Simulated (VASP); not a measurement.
Input of a VASP 6.6.1 run:

The input INCAR:

```
SYSTEM = Pb
PREC = Accurate
ENCUT = 520
EDIFF = 1E-6
ISMEAR = -1
SIGMA = 0.05
LREAL = .False.
LASPH = .True.
NELM = 60
ALGO = Normal
ISIF = 2
LWAVE = .False.
LCHARG = .True.
LELF = .True.
LVHAR = .True.
NBANDS = 13
```

The input KPOINTS:

```
regular mesh
0
Gamma
  13 13 13
  0 0 0
```

Contents of POSCAR:

```
Pb
1.0
    0.0000000000      2.4947547435      2.4947547435
    2.4947547435      0.0000000000      2.4947547435
    2.4947547435      2.4947547435      0.0000000000
Pb
1
Direct
    0.0000000000      0.0000000000      0.0000000000
```

Potentials or basis: VASP PAW LDA potentials, release 64 (Pb_d).

The run is started by

```bash
$ cat potpaw_LDA.64/Pb_d/POTCAR > POTCAR
$ mpirun -np 1 vasp_std > vasp.out
```

(1) Predict the band gap on the k mesh.

(2) Predict the pressure.

## Answers

(1) zero (band 7 reaches 13.90 eV, above the bottom of band 8 at 5.13 eV).

(2) -2.9 GPa.

Caveat: spin-orbit coupling is left out, which moves the levels of the heavy elements.
